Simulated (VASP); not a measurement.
# Ti4Mo (R-3m) in VASP: single point with PBE

Aim: the single point of Ti4Mo with PBE.

Everything below comes from runs of VASP 6.6.1. Logs are shortened: lines on timing, memory, paths and dates and some standing lists are left out, and cuts for length are marked.

### Step 1. The cell of the first run

It takes space group R-3m (No. 166, trigonal). Conventional cell: a = 4.580 Å, b = 4.580 Å, c = 13.865 Å, α = 90.00°, β = 90.00°, γ = 120.00°. Ti (site symmetry 3m) has 3 Mo at 2.79 Å and 11 Ti at 2.84 to 3.19 Å within 3.7 Å. Ti (site symmetry 3m) has 4 Mo at 2.51 to 3.39 Å and 10 Ti at 2.67 to 3.10 Å within 3.4 Å. Mo (site symmetry -3m) has 14 Ti at 2.51 to 3.39 Å within 3.4 Å.

### Step 2. Single point, PBE

File INCAR:

```
SYSTEM = Ti4Mo
PREC = Accurate
ENCUT = 520
EDIFF = 1E-6
ISMEAR = 0
SIGMA = 0.2
LREAL = .FALSE.
LASPH = .TRUE.
NELM = 80
ALGO = Fast
ISIF = 2
LWAVE = .FALSE.
LCHARG = .FALSE.
GGA = PE
NBANDS = 73
```

File KPOINTS:

```
Automatic mesh
0
G
  6 6 4
  0 0 0
```

File POSCAR:

```
Ti4Mo
1.0
   -2.2901924578      3.9667296961      0.0000000000
    2.2901924578     -1.3222432320     -4.6217082113
   -6.8705773735     -3.9667296961      0.0000000000
Ti Mo
8 2
Direct
    0.4033543578      0.8067087156      0.8011181193
    0.9033543578      0.8067087156      0.3011181193
    0.0966456422      0.1932912844      0.6988818807
    0.5966456422      0.1932912844      0.1988818807
    0.7711288396      0.5422576793      0.5903762799
    0.2711288396      0.5422576793      0.0903762799
    0.7288711604      0.4577423207      0.9096237201
    0.2288711604      0.4577423207      0.4096237201
    0.5000000000      1.0000000000      0.5000000000
    0.0000000000      0.0000000000      0.0000000000
```

Potentials or basis: VASP PAW PBE potentials, release 64 (Ti_sv, Mo_sv).

On the command line:

```
$ cat potpaw_PBE.64/Ti_sv/POTCAR potpaw_PBE.64/Mo_sv/POTCAR > POTCAR
$ mpirun -np 1 vasp_std > vasp.out
```

OUTCAR:

```text
SYSTEM = Ti4Mo
   PREC = Accurate
   ENCUT = 520
   EDIFF = 1E-6
   ISMEAR = 0
   LREAL = .FALSE.
   LASPH = .TRUE.
   NELM = 80
   ISIF = 2
   GGA = PE

 ion  position               nearest neighbor table
   1  0.403  0.807  0.801-  10 2.79  10 2.79   9 2.79   3 2.84   6 2.91   5 2.91   5 2.91
   2  0.903  0.807  0.301-   9 2.79   9 2.79  10 2.79   4 2.84   5 2.91   6 2.91   6 2.91
   3  0.097  0.193  0.699-   9 2.79   9 2.79  10 2.79   1 2.84   8 2.91   7 2.91   7 2.91
   4  0.597  0.193  0.199-  10 2.79  10 2.79   9 2.79   2 2.84   7 2.91   8 2.91   8 2.91
   5  0.771  0.542  0.590-   9 2.51   8 2.67   7 2.67   8 2.67   2 2.91   1 2.91   1 2.91
   6  0.271  0.542  0.090-  10 2.51   7 2.67   8 2.67   7 2.67   1 2.91   2 2.91   2 2.91
   7  0.729  0.458  0.910-  10 2.51   6 2.67   5 2.67   6 2.67   4 2.91   3 2.91   3 2.91
   8  0.229  0.458  0.410-   9 2.51   5 2.67   6 2.67   5 2.67   3 2.91   4 2.91   4 2.91
   9  0.500  0.000  0.500-   5 2.51   8 2.51   3 2.79   2 2.79   2 2.79   3 2.79   1 2.79   4 2.79

  10  0.000  0.000  0.000-   6 2.51   7 2.51   4 2.79   1 2.79   1 2.79   4 2.79   3 2.79   2 2.79

  LATTYP: Found a base centered monoclinic cell.
 ALAT       =     9.6142631449
 B/A-ratio  =     0.4764155970
 C/A-ratio  =     0.8251760195
 COS(beta)  =    -0.2750586732

  Lattice vectors:

 A1 = (   0.0000000000,   2.6444864641,  -4.6217082113)
 A2 = (   2.2901924578,  -1.3222432320,  -4.6217082113)
 A3 = (  -6.8705773735,  -3.9667296961,   0.0000000000)

Analysis of symmetry for initial positions (statically):
=====================================================================
 Subroutine PRICEL returns following result:

  LATTYP: Found a trigonal (rhomboedric) cell.
 ALAT       =     5.3248000384
 COS(alpha) =     0.6300292849

  Lattice vectors:

 A1 = (   2.2901924578,  -1.3222432320,  -4.6217082113)
 A2 = (  -2.2901924578,  -1.3222432320,  -4.6217082113)
 A3 = (   0.0000000000,   2.6444864641,  -4.6217082113)

   2 primitive cells build up your supercell.

 Routine SETGRP: Setting up the symmetry group for a
 base centered monoclinic supercell.

 Subroutine GETGRP returns: Found  4 space group operations
 (whereof  4 operations were pure point group operations)
 out of a pool of  4 trial point group operations.

The static configuration has the point symmetry C_2h.

Analysis of symmetry for dynamics (positions and initial velocities):
=====================================================================
 Subroutine PRICEL returns following result:

  LATTYP: Found a trigonal (rhomboedric) cell.
 ALAT       =     5.3248000384
 COS(alpha) =     0.6300292849

  Lattice vectors:

 A1 = (   2.2901924578,  -1.3222432320,  -4.6217082113)
 A2 = (  -2.2901924578,  -1.3222432320,  -4.6217082113)
 A3 = (   0.0000000000,   2.6444864641,  -4.6217082113)

   2 primitive cells build up your supercell.

 Routine SETGRP: Setting up the symmetry group for a
 base centered monoclinic supercell.

 Subroutine GETGRP returns: Found  4 space group operations
 (whereof  4 operations were pure point group operations)
 out of a pool of  4 trial point group operations.

The dynamic configuration has the point symmetry C_2h.

 Subroutine INISYM returns: Found  4 space group operations
 (whereof  4 operations are pure point group operations),
 and found     2 'primitive' translations

----------------------------------------------------------------------------------------

                                     Primitive cell

  volume of cell :      83.9725

  direct lattice vectors                    reciprocal lattice vectors
     2.290192458 -1.322243232 -4.621708211     0.218322263 -0.126048417 -0.072123405
    -2.290192458 -1.322243232 -4.621708211    -0.218322263 -0.126048417 -0.072123405
     0.000000000  2.644486464 -4.621708211     0.000000000  0.252096835 -0.072123405

  length of vectors
     5.324800038  5.324800038  5.324800038     0.262210983  0.262210983  0.262210983

  position of ions in fractional coordinates (direct lattice)
     0.602236239  0.602236239  0.602236238
     0.397763761  0.397763761  0.397763762
     0.180752560  0.180752560  0.180752560
     0.819247440  0.819247440  0.819247440
     0.000000000  0.000000000  0.000000000

  ion indices of the primitive-cell ions
   primitive index   ion index
                 1           1
                 2           3
                 3           6
                 4           7
                 5           9

----------------------------------------------------------------------------------------

 KPOINTS: Automatic mesh

Automatic generation of k-mesh.
 Grid dimensions read from file:
 generate k-points for:    6    6    4

 Generating k-lattice:

  Cartesian coordinates                     Fractional coordinates (reciprocal lattice)
    -0.018193522  0.031512104 -0.018030851     0.166666667  0.000000000  0.000000000
     0.000000000  0.000000000 -0.036061703     0.000000000  0.166666667  0.000000000
    -0.027290283 -0.015756052 -0.009015426     0.000000000 -0.000000000  0.250000000

  Length of vectors
     0.040609464  0.036061703  0.032776373

  Shift w.r.t. Gamma in fractional coordinates (k-lattice)
     0.000000000  0.000000000  0.000000000

 Subroutine IBZKPT returns following result:
 ===========================================

 Found     47 irreducible k-points:

 Following reciprocal coordinates:
            Coordinates               Weight
  0.000000  0.000000  0.000000      1.000000
  0.166667 -0.000000  0.000000      4.000000
  0.333333  0.000000  0.000000      4.000000
  0.500000  0.000000 -0.000000      2.000000
  0.000000  0.166667  0.000000      2.000000
  0.166667  0.166667  0.000000      4.000000
[... 16 lines left out ...]
  0.500000  0.166667  0.250000      4.000000
 -0.333333  0.166667  0.250000      4.000000
 [... further k-points ...]
   k-points           NKPTS =     47   k-points in BZ     NKDIM =     47   number of bands    NBANDS=     73
   number of dos      NEDOS =    301   number of ions     NIONS =     10
   total plane-waves  NPLWV =  86400
   dimension x,y,z NGX =    36 NGY =   40 NGZ =   60
   dimension x,y,z NGXF=    72 NGYF=   80 NGZF=  120
   ions per type =               8   2
   NGX,Y,Z   is equivalent  to a cutoff of  13.07, 12.49, 12.57 a.u.
   NGXF,Y,Z  is equivalent  to a cutoff of  26.13, 24.98, 25.15 a.u.
 SYSTEM =  Ti4Mo
   PREC   = accura    normal or accurate (medium, high low for compatibility)
   ISTART =      0    job   : 0-new  1-cont  2-samecut
   ICHARG =      2    charge: 1-file 2-atom 10-const
   ISPIN  =      1    spin polarized calculation?
   LNONCOLLINEAR =      F non collinear calculations
   LSORBIT =      F    spin-orbit coupling
   LASPH  =      T    aspherical Exc in radial PAW
   ENCUT  =  520.0 eV  38.22 Ry    6.18 a.u.   8.52  9.90 14.75*2*pi/ulx,y,z
   NELM   =     80;   NELMIN=  2; NELMDL= -5     # of ELM steps
   EDIFF  = 0.1E-05   stopping-criterion for ELM
   LREAL  =      F    real-space projection
   EDIFFG = 0.1E-04   stopping-criterion for IOM
   NSW    =      0    number of steps for IOM
   IBRION =     -1    ionic relax: 0-MD 1-quasi-New 2-CG
   NFREE  =      0    steps in history (QN), initial steepest desc. (CG)
   ISIF   =      2    stress and relaxation
   ISYM   =      2    0-nonsym 1-usesym 2-fastsym
   POTIM  = 0.5000    time-step for ionic-motion
   TEBEG  =    0.0;   TEEND  =   0.0 temperature during run
   PSTRESS=    0.0 pullay stress
   NELECT =     124.0000    total number of electrons
   NUPDOWN=      -1.0000    fix difference up-down
   EMIN   =  10.00;   EMAX   =-10.00  energy-range for DOS
   EFERMI =   0.00;   METHOD = LEGACY
   ISMEAR =     0;   SIGMA  =   0.20  broadening in eV -4-tet -1-fermi 0-gaus
   EFERMI_NEDOS =   21; number of points for ismear=-14 and -15
   IALGO  =     68    algorithm
   IMIX   =      4    mixing-type and parameters
     AMIX     =   0.40;   BMIX     =  1.00
     AMIX_MAG =   1.60;   BMIX_MAG =  1.00
  volume/ion in A,a.u.               =      16.79       113.33
  Fermi-wavevector in a.u.,A,eV,Ry     =   1.479652  2.796138 29.788202  2.189371
  Thomas-Fermi vector in A             =   2.593784
   LORBIT       =      0    0 simple, 1 ext, 2 COOP (PROOUT), +10 PAW based schemes
   GGA     = PE    functional components
   LHFCALC =     F    Hartree Fock is set to
   AEXX    =    0.0000 exact exchange contribution
   IVDW    =     0    specifies the selected vdW correction
   LEPSILON=     F    determine dielectric tensor
   LRPA    =     F    only Hartree local field effects (RPA)
 non-spin polarized calculation
 RMM-DIIS sequential band-by-band and
 Gauss-broadening in eV      SIGMA  =   0.20
  energy-cutoff  :      520.00
  volume of cell :      167.95
 maximum number of plane-waves:      4549
 NGX is ok and might be reduce to    36
   NGX = 17   NGY = 19   NGZ = 29

 number of electron     124.0000014 magnetization

 Free energy of the ion-electron system (eV)
  ---------------------------------------------------
  ext. energy  EPLUGINS =         0.00000000
  ---------------------------------------------------
  free energy    TOTEN  =       -85.00350269 eV

  energy without entropy =      -84.76106665  energy(sigma->0) =      -84.88228467

 E-fermi :   8.8569     XC(G=0): -11.8981

 val. band max:        8.8555518479   @ k =   0.5000   0.1667   0.2500
 cond. band min:       8.8582543658   @ k =   0.0000   0.1667   0.5000
 fundamental gap:      0.0027025180
 Fermi energy:         8.8568614828

 k-point     1 :       0.0000    0.0000    0.0000
  band No.  band energies     occupation
      1     -50.9579      2.00000
      2     -50.9561      2.00000
      3     -47.7076      2.00000
      4     -47.6929      2.00000
      5     -47.6575      2.00000
      6     -47.6516      2.00000
[... 65 lines left out ...]
     72      10.3180      0.00000
     73      11.0076      0.00000
[... 1746 lines left out ...]
     72      10.4972      0.00000
     73      10.5454      0.00000

 [... further k-points ...]

------------------------ aborting loop because EDIFF is reached ----------------------------------------

  FORCE on cell =-STRESS in cart. coord.  units (eV):
  Direction    XX          YY          ZZ          XY          YZ          ZX
  --------------------------------------------------------------------------------------
  -------------------------------------------------------------------------------------
  Total       -0.0144933      0.0161567      0.0117933     -0.0265438      0.0242395      0.0419840
  in kB       -0.1382650      0.1541335      0.1125065     -0.2532246      0.2312419      0.4005229
  external PRESSURE =       0.0427917 kB  Pullay stress =       0.0000000 kB

 VOLUME and BASIS-vectors are now :
 -----------------------------------------------------------------------------
  energy-cutoff  :      520.00
  volume of cell :      167.95
      direct lattice vectors                 reciprocal lattice vectors
    -2.290192458  3.966729696  0.000000000    -0.109161131  0.189072626 -0.108185108
     2.290192458 -1.322243232 -4.621708211     0.000000000  0.000000000 -0.216370215
    -6.870577373 -3.966729696  0.000000000    -0.109161131 -0.063024209 -0.036061703

 POSITION                                       TOTAL-FORCE (eV/Angst)
 -----------------------------------------------------------------------------------
     -4.58038     -2.64449     -3.72837        -0.003160     -0.001825     -0.043661
     -2.29019      1.32224     -3.72837        -0.003160     -0.001825     -0.043661
     -4.58038     -2.64449     -0.89334         0.003160      0.001825      0.043661
     -2.29019      1.32224     -0.89334         0.003160      0.001825      0.043661
     -4.58038     -0.00000     -2.50616        -0.002764     -0.001596     -0.102748
     -0.00000     -0.00000     -2.50616        -0.002764     -0.001596     -0.102748
     -6.87058     -1.32224     -2.11555         0.002764      0.001596      0.102748
     -2.29019     -1.32224     -2.11555         0.002764      0.001596      0.102748
     -4.58038      0.00000      0.00000         0.000000     -0.000000      0.000000
      0.00000      0.00000      0.00000         0.000000     -0.000000      0.000000
 -----------------------------------------------------------------------------------
    total drift:                                0.000000     -0.000000     -0.000000

  FREE ENERGIE OF THE ION-ELECTRON SYSTEM (eV)
  ---------------------------------------------------
  free  energy   TOTEN  =       -85.0035026912 eV

  energy  without entropy=      -84.7610666543  energy(sigma->0) =      -84.88228467
```

Wall time 68 min (1 thread of Intel Xeon 8259CL, shared host); peak memory 0.57 GiB.

Results:

| Quantity | Value |
| --- | --- |
| Free energy | -85.0035 eV |
| Pressure | 0.0 GPa |
| Largest force | 0.103 eV/Å |
| Band gap on the k mesh | zero (bands 62 and 63 overlap by 0.54 eV) |

Forces on the atoms (eV/Å):
```
Ti  -0.003 -0.002 -0.044
Ti  -0.003 -0.002 -0.044
Ti   0.003  0.002  0.044
Ti   0.003  0.002  0.044
Ti  -0.003 -0.002 -0.103
Ti  -0.003 -0.002 -0.103
Ti   0.003  0.002  0.103
Ti   0.003  0.002  0.103
Mo   0.000  0.000  0.000
Mo   0.000  0.000  0.000
```
